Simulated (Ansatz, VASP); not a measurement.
**Two plane-wave programs on Rh**

File INCAR:

```
SYSTEM = Rh
PREC = Accurate
ENCUT = 520
EDIFF = 1E-7
ISMEAR = 1
SIGMA = 0.02
LREAL = .FALSE.
LASPH = .TRUE.
NELM = 80
ALGO = Fast
ISIF = 2
LWAVE = .FALSE.
LCHARG = .FALSE.
GGA = CA
NBANDS = 22
```

File KPOINTS:

```
regular mesh
0
G
  18 18 12
  0 0 0
```

The input POSCAR:

```
Rh
1.0
    2.9699397084      0.0000000000      0.0000000000
   -1.4849698542      2.3650972278      0.0000000000
    0.0000000000      0.0000000000      4.4284890000
Rh
2
Direct
    0.6666666667      0.3333333333      0.7500000000
    0.3333333333      0.6666666667      0.2500000000
```

Input for Ansatz:

```yaml
crystal:
  lattice:
    - [2.9699397084, 0.0, 0.0]
    - [-1.4849698542, 2.3650972278, 0.0]
    - [0.0, 0.0, 4.428489]
  atoms:
    - { symbol: Rh, position: [0.6666666667, 0.3333333333, 0.75] }
    - { symbol: Rh, position: [0.3333333333, 0.6666666667, 0.25] }
basis:
  ecutwfc: 420
kpoints:
  mp_grid: { grid: [18, 18, 12] }
hamiltonian:
  xc: lda
scf:
  occupations: { method: methfessel_paxton, width: 0.02 }
output:
  forces: true
  stress: true
  eigenvalues: true
```

Change from the starting cell: strain +0.0875 x Voigt [1, 0, 0, 0, 0, 0], atoms carried along.

Alike in both runs: task single point; functional LDA; k mesh 18 × 18 × 12; occupations methfessel-paxton of order 1, width 0.02 eV; no spin polarisation.

|  | VASP | Ansatz |
| --- | --- | --- |
| version | VASP 6.6.1 | Ansatz 0.2.0 |
| potentials or method | VASP PAW LDA potentials, release 64 (Rh_pv), cutoff 520 eV | scalar-relativistic, plane waves, PAW |
| valence electrons in the cell | 30 | 34 |

```csv
,VASP,Ansatz,Ansatz less VASP
gap on the k mesh at the Fermi level (eV),none,none,-
pressure (GPa),-31.5,-32.1,-0.57
"traceless stress, the component that is largest in VASP (GPa)",-6.23,-6.15,+0.078
rms of the force components (eV/Å),0.072,0.070,-0.0020
```

LDA's correlation is that of Perdew and Zunger in VASP and of Perdew and Wang (1992) in Ansatz. Atom by atom the forces differ by 0.002 eV/Å (rms over components). A gap of «none» marks a metal or a gap that the smearing closes. Both programs put the cell under strong tension, so it lies far from rest at this level. VASP's potentials hold 30 valence electrons a cell and Ansatz's 34, so a difference there can come from the potentials and not from the codes.

Noted on VASP's run: the cell as given lies far from equilibrium.
